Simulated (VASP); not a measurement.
# TiTe2 (P-3m1) in VASP: further runs

The runs below take TiTe2 through single point, with revPBE+D3(BJ), LDA.

Everything below comes from runs of VASP 6.6.1. Logs are shortened: lines on timing, memory, paths and dates and some standing lists are left out, and cuts for length are marked.

### 1 The cell of the first run

Symmetry: P-3m1, No. 164, trigonal system. The conventional cell has a = 3.666 Å, b = 3.666 Å, c = 6.242 Å, α = 90.00°, β = 90.00°, γ = 120.00°. Ti (site symmetry -3m) has 6 Te at 2.73 Å within 3.6 Å. Within 3.6 Å of Te (site symmetry 3m) lie 3 Ti at 2.73 Å and 3 Te at 3.49 Å.

### 2 Single point, revPBE+D3(BJ)

INCAR

```
  PREC = Accurate
  ENCUT = 520
  EDIFF = 1E-7
  ISMEAR = 1
  SIGMA = 0.1
  LREAL = False
  LASPH = True
  NELM = 60
  ALGO = Normal
  ISIF = 2
  LWAVE = False
  LCHARG = False
  GGA = RE
  IVDW = 12
  NBANDS = 19
```

KPOINTS

```
Automatic mesh
0
Gamma
  8 8 4
```

POSCAR

```
TiTe2
1.0
    3.6658741797      0.0000000000      0.0000000000
   -1.8329370899      3.1747401667      0.0000000000
    0.0000000000      0.0000000000      6.2415730262
Ti Te
1 2
Direct
    0.0000000000      0.0000000000      0.0000000000
    0.6666666667      0.3333333333      0.2774401454
    0.3333333333      0.6666666667      0.7225598546
```

Potentials or basis: VASP PAW PBE potentials, release 64 (Ti_sv, Te).

The run is started by

```console
$ cat potpaw_PBE.64/Ti_sv/POTCAR potpaw_PBE.64/Te/POTCAR > POTCAR
$ mpirun -np 1 vasp_std > vasp.out
```

OUTCAR:

```text
PREC = Accurate
   ENCUT = 520
   EDIFF = 1E-7
   ISMEAR = 1
   LREAL = False
   LASPH = True
   NELM = 60
   ISIF = 2
   GGA = RE
   IVDW = 12
 IVDW          = 12

 ion  position               nearest neighbor table
   1  0.000  0.000  0.000-   2 2.73   3 2.73   2 2.73   3 2.73   2 2.73   3 2.73
   2  0.667  0.333  0.277-   1 2.73   1 2.73   1 2.73   3 3.49   3 3.49   3 3.49
   3  0.333  0.667  0.723-   1 2.73   1 2.73   1 2.73   2 3.49   2 3.49   2 3.49

  LATTYP: Found a hexagonal cell.
 ALAT       =     3.6658741797
 C/A-ratio  =     1.7026151800

  Lattice vectors:

 A1 = (   3.6658741797,   0.0000000000,   0.0000000000)
 A2 = (  -1.8329370899,   3.1747401667,   0.0000000000)
 A3 = (   0.0000000000,   0.0000000000,   6.2415730262)

Analysis of symmetry for initial positions (statically):
=====================================================================
 Subroutine PRICEL returns:
 Original cell was already a primitive cell.

 Routine SETGRP: Setting up the symmetry group for a
 hexagonal supercell.

 Subroutine GETGRP returns: Found 12 space group operations
 (whereof 12 operations were pure point group operations)
 out of a pool of 24 trial point group operations.

The static configuration has the point symmetry D_3d.

Analysis of symmetry for dynamics (positions and initial velocities):
=====================================================================
 Subroutine PRICEL returns:
 Original cell was already a primitive cell.

 Routine SETGRP: Setting up the symmetry group for a
 hexagonal supercell.

 Subroutine GETGRP returns: Found 12 space group operations
 (whereof 12 operations were pure point group operations)
 out of a pool of 24 trial point group operations.

The dynamic configuration has the point symmetry D_3d.

 Subroutine INISYM returns: Found 12 space group operations
 (whereof 12 operations are pure point group operations),
 and found     1 'primitive' translations

----------------------------------------------------------------------------------------

                                     Primitive cell

  volume of cell :      72.6407

  direct lattice vectors                    reciprocal lattice vectors
     3.665874180  0.000000000  0.000000000     0.272786231  0.157493204  0.000000000
    -1.832937090  3.174740167  0.000000000     0.000000000  0.314986408  0.000000000
     0.000000000  0.000000000  6.241573026     0.000000000  0.000000000  0.160216022

  length of vectors
     3.665874180  3.665874180  6.241573026     0.314986408  0.314986408  0.160216022

  position of ions in fractional coordinates (direct lattice)
     0.000000000  0.000000000  0.000000000
     0.666666667  0.333333333  0.277440145
     0.333333333  0.666666667  0.722559855

  ion indices of the primitive-cell ions
   primitive index   ion index
                 1           1
                 2           2
                 3           3

----------------------------------------------------------------------------------------

 KPOINTS: Automatic mesh

Automatic generation of k-mesh.
 Grid dimensions read from file:
 generate k-points for:    8    8    4

 Generating k-lattice:

  Cartesian coordinates                     Fractional coordinates (reciprocal lattice)
     0.034098279  0.019686650  0.000000000     0.125000000  0.000000000  0.000000000
     0.000000000  0.039373301  0.000000000     0.000000000  0.125000000  0.000000000
     0.000000000  0.000000000  0.040054005     0.000000000  0.000000000  0.250000000

  Length of vectors
     0.039373301  0.039373301  0.040054005

  Shift w.r.t. Gamma in fractional coordinates (k-lattice)
     0.000000000  0.000000000  0.000000000

 Subroutine IBZKPT returns following result:
 ===========================================

 Found     35 irreducible k-points:

 Following reciprocal coordinates:
            Coordinates               Weight
  0.000000  0.000000  0.000000      1.000000
  0.125000 -0.000000  0.000000      6.000000
  0.250000 -0.000000  0.000000      6.000000
  0.375000 -0.000000  0.000000      6.000000
  0.500000 -0.000000  0.000000      3.000000
  0.125000  0.125000  0.000000      6.000000
[... 16 lines left out ...]
 -0.125000  0.500000  0.250000     12.000000
  0.250000  0.250000  0.250000     12.000000
 [... further k-points ...]
   k-points           NKPTS =     35   k-points in BZ     NKDIM =     35   number of bands    NBANDS=     19
   number of dos      NEDOS =    301   number of ions     NIONS =      3
   total plane-waves  NPLWV =  37632
   dimension x,y,z NGX =    28 NGY =   28 NGZ =   48
   dimension x,y,z NGXF=    56 NGYF=   56 NGZF=   96
   ions per type =               1   2
   NGX,Y,Z   is equivalent  to a cutoff of  12.70, 12.70, 12.78 a.u.
   NGXF,Y,Z  is equivalent  to a cutoff of  25.40, 25.40, 25.57 a.u.
 SYSTEM =  unknown system
   PREC   = accura    normal or accurate (medium, high low for compatibility)
   ISTART =      0    job   : 0-new  1-cont  2-samecut
   ICHARG =      2    charge: 1-file 2-atom 10-const
   ISPIN  =      1    spin polarized calculation?
   LNONCOLLINEAR =      F non collinear calculations
   LSORBIT =      F    spin-orbit coupling
   LASPH  =      T    aspherical Exc in radial PAW
   ENCUT  =  520.0 eV  38.22 Ry    6.18 a.u.   6.82  6.82 11.61*2*pi/ulx,y,z
   NELM   =     60;   NELMIN=  2; NELMDL= -5     # of ELM steps
   EDIFF  = 0.1E-06   stopping-criterion for ELM
   LREAL  =      F    real-space projection
   EDIFFG = 0.1E-05   stopping-criterion for IOM
   NSW    =      0    number of steps for IOM
   IBRION =     -1    ionic relax: 0-MD 1-quasi-New 2-CG
   NFREE  =      0    steps in history (QN), initial steepest desc. (CG)
   ISIF   =      2    stress and relaxation
   ISYM   =      2    0-nonsym 1-usesym 2-fastsym
   POTIM  = 0.5000    time-step for ionic-motion
   TEBEG  =    0.0;   TEEND  =   0.0 temperature during run
   PSTRESS=    0.0 pullay stress
   NELECT =      24.0000    total number of electrons
   NUPDOWN=      -1.0000    fix difference up-down
   EMIN   =  10.00;   EMAX   =-10.00  energy-range for DOS
   EFERMI =   0.00;   METHOD = LEGACY
   ISMEAR =     1;   SIGMA  =   0.10  broadening in eV -4-tet -1-fermi 0-gaus
   EFERMI_NEDOS =   21; number of points for ismear=-14 and -15
   IALGO  =     38    algorithm
   IMIX   =      4    mixing-type and parameters
     AMIX     =   0.40;   BMIX     =  1.00
     AMIX_MAG =   1.60;   BMIX_MAG =  1.00
  volume/ion in A,a.u.               =      24.21       163.40
  Fermi-wavevector in a.u.,A,eV,Ry     =   1.131754  2.138705 17.427250  1.280867
  Thomas-Fermi vector in A             =   2.268454
   LORBIT       =      0    0 simple, 1 ext, 2 COOP (PROOUT), +10 PAW based schemes
   GGA     = RE    functional components
   LHFCALC =     F    Hartree Fock is set to
   AEXX    =    0.0000 exact exchange contribution
   IVDW    =    12    specifies the selected vdW correction
   LEPSILON=     F    determine dielectric tensor
   LRPA    =     F    only Hartree local field effects (RPA)
 non-spin polarized calculation
 Methfessel and Paxton  Order N= 1 SIGMA  =   0.10
  energy-cutoff  :      520.00
  volume of cell :       72.64
 maximum number of plane-waves:      1968
 NGX is ok and might be reduce to    28
   NGX = 13   NGY = 13   NGZ = 23

 number of electron      24.0000005 magnetization

 Free energy of the ion-electron system (eV)
  ---------------------------------------------------
  ext. energy  EPLUGINS =         0.00000000
  ---------------------------------------------------
  free energy    TOTEN  =       -15.03764308 eV

  energy without entropy =      -15.03859035  energy(sigma->0) =      -15.03795884

 E-fermi :   8.1760     XC(G=0): -10.3147

 val. band max:        8.1286749833   @ k =   0.5000  -0.0000   0.0000
 cond. band min:       8.1902456087   @ k =   0.3750  -0.0000   0.0000
 fundamental gap:      0.0615706254
 Fermi energy:         8.1759649073

 k-point     1 :       0.0000    0.0000    0.0000
  band No.  band energies     occupation
      1     -49.2377      2.00000
      2     -25.4528      2.00000
      3     -25.4528      2.00000
      4     -25.4293      2.00000
      5      -4.8307      2.00000
      6      -2.8859      2.00000
[... 11 lines left out ...]
     18      13.4126      0.00000
     19      14.8676      0.00000

 k-point     2 :       0.1250   -0.0000    0.0000
  band No.  band energies     occupation
      1     -49.2370      2.00000
      2     -25.4614      2.00000
      3     -25.4548      2.00000
      4     -25.4273      2.00000
      5      -4.6354      2.00000
      6      -2.7840      2.00000
[... 11 lines left out ...]
     18      14.3365      0.00000
     19      15.6859      0.00000

 k-point     3 :       0.2500   -0.0000    0.0000
  band No.  band energies     occupation
      1     -49.2354      2.00000
      2     -25.4822      2.00000
      3     -25.4595      2.00000
      4     -25.4223      2.00000
      5      -4.0821      2.00000
      6      -2.5293      2.00000
[... 11 lines left out ...]
     18      13.9992      0.00000
     19      14.8293      0.00000

 k-point     4 :       0.3750   -0.0000    0.0000
  band No.  band energies     occupation
      1     -49.2338      2.00000
      2     -25.5029      2.00000
      3     -25.4643      2.00000
      4     -25.4173      2.00000
      5      -3.3020      2.00000
      6      -2.3166      2.00000
[... 407 lines left out ...]
     18      13.5480      0.00000
     19      14.1991      0.00000

 k-point    23 :      -0.1250    0.5000    0.2500
  band No.  band energies     occupation
      1     -49.2331      2.00000
      2     -25.5067      2.00000
      3     -25.4710      2.00000
      4     -25.4153      2.00000
      5      -2.7447      2.00000
      6      -2.3890      2.00000
[... 11 lines left out ...]
     18      13.1968      0.00000
     19      14.5039      0.00000

 k-point    24 :       0.2500    0.2500    0.2500
  band No.  band energies     occupation
      1     -49.2331      2.00000
      2     -25.5001      2.00000
      3     -25.4776      2.00000
      4     -25.4153      2.00000
      5      -2.8474      2.00000
      6      -2.2927      2.00000
[... 11 lines left out ...]
     18      13.4992      0.00000
     19      14.3950      0.00000

 [... further k-points ...]

------------------------ aborting loop because EDIFF is reached ----------------------------------------

 Edisp (eV)   -3.07419

 E8    (eV) :    -2.2094

  FORCE on cell =-STRESS in cart. coord.  units (eV):
  Direction    XX          YY          ZZ          XY          YZ          ZX
  --------------------------------------------------------------------------------------
  -------------------------------------------------------------------------------------
  Total      -0.03406    -0.03406     0.00777     0.00000     0.00000    -0.00000
  in kB      -0.75132    -0.75132     0.17143     0.00000     0.00000    -0.00000
  external pressure =       -0.44 kB  Pullay stress =        0.00 kB

 VOLUME and BASIS-vectors are now :
 -----------------------------------------------------------------------------
  energy-cutoff  :      520.00
  volume of cell :       72.64
      direct lattice vectors                 reciprocal lattice vectors
     3.665874180  0.000000000  0.000000000     0.272786231  0.157493204  0.000000000
    -1.832937090  3.174740167  0.000000000     0.000000000  0.314986408  0.000000000
     0.000000000  0.000000000  6.241573026     0.000000000  0.000000000  0.160216022

 POSITION                                       TOTAL-FORCE (eV/Angst)
 -----------------------------------------------------------------------------------
      0.00000      0.00000      0.00000         0.000000      0.000000      0.000000
      1.83294      1.05825      1.73166         0.000000      0.000000      0.014209
     -0.00000      2.11649      4.50991        -0.000000     -0.000000     -0.014209
 -----------------------------------------------------------------------------------
    total drift:                                0.000000      0.000000     -0.000000

  FREE ENERGIE OF THE ION-ELECTRON SYSTEM (eV)
  ---------------------------------------------------
  free  energy   TOTEN  =       -18.1118363030 eV

  energy  without entropy=      -18.1127835776  energy(sigma->0) =      -18.11215206
```

It took 67 s on 1 thread of Intel Xeon Platinum 8488C (Sapphire Rapids), shared host; peak memory 0.22 GiB.

What came out:

```
Free energy                : -18.1118 eV
Pressure                   : 0.0 GPa
Largest force              : 0.014 eV/Å
Band gap on the k mesh     : zero (band 12 reaches 8.66 eV, above the bottom of band 13 at 7.81 eV)
Dispersion energy per atom : -1.025 eV
```

Forces in eV/Å, atoms in the order of the input:
```
Ti   0.000  0.000  0.000
Te   0.000  0.000  0.014
Te   0.000  0.000 -0.014
```

Stress tensor (GPa, compression positive):
```
-0.08  0.00  0.00
 0.00 -0.08  0.00
 0.00  0.00  0.02
```

Caveat: the PAW data sets were made with another functional, which shifts forces and pressure a little; spin-orbit coupling is left out, which moves the levels of the heavy elements; pairwise dispersion overbinds metals, which lowers pressure and volume.

### 3 Single point, LDA

This run uses another cell than the first one, of 24.58 Å³/atom, 1.015 times its volume.

INCAR

```
SYSTEM = TiTe2
PREC = Accurate
ENCUT = 520
EDIFF = 1E-6
ISMEAR = 1
SIGMA = 0.1
LREAL = .False.
LASPH = .True.
NELM = 100
ALGO = Normal
ISIF = 2
LWAVE = .False.
LCHARG = .False.
NBANDS = 19
```

KPOINTS

```
Automatic mesh
0
Gamma
  8 8 4
  0 0 0
```

POSCAR

```
TiTe2
1.0
    3.6760672947      0.0000000000      0.0000000000
   -1.8380336473      3.1835676632      0.0000000000
    0.0000000000      0.0000000000      6.3018540091
Ti Te
1 2
Direct
    0.0000000000      0.0000000000      0.0000000000
    0.6666666667      0.3333333333      0.2696511975
    0.3333333333      0.6666666667      0.7303488025
```

Potentials or basis: VASP PAW LDA potentials, release 64 (Ti_sv, Te).

The run is started by

```console
$ cat potpaw_LDA.64/Ti_sv/POTCAR potpaw_LDA.64/Te/POTCAR > POTCAR
$ mpirun -np 1 vasp_std > vasp.out
```

Wall time 56 s (1 thread of Intel Xeon Platinum 8488C (Sapphire Rapids), shared host); peak memory 0.19 GiB.

The run converged. Its results:

| Quantity | Value |
| --- | --- |
| Free energy | -18.3480 eV |
| Pressure | 0.1 GPa |
| Largest force | 0.033 eV/Å |
| Band gap on the k mesh | zero (band 12 reaches 8.13 eV, above the bottom of band 13 at 7.28 eV) |

Forces in eV/Å, atoms in the order of the input:
```
Ti   0.000  0.000  0.000
Te   0.000  0.000  0.033
Te   0.000  0.000 -0.033
```

Levels at points of the mesh, in eV from the Fermi level:
```
           k point  band 10  band 11  band 12  band 13  band 14  band 15
(0.00, 0.00, 0.00)     0.26     0.44     0.44     0.88     1.36     1.36
(0.50, 0.00, 0.00)    -2.54    -1.74    -1.15    -0.01     1.30     1.66
(0.00, 0.00, 0.50)    -1.56     0.43     0.43     0.92     0.92     1.18
(0.50, 0.00, 0.50)    -2.12    -0.82    -0.42    -0.41     1.30     1.65
```

Caveat: spin-orbit coupling is left out, which moves the levels of the heavy elements.
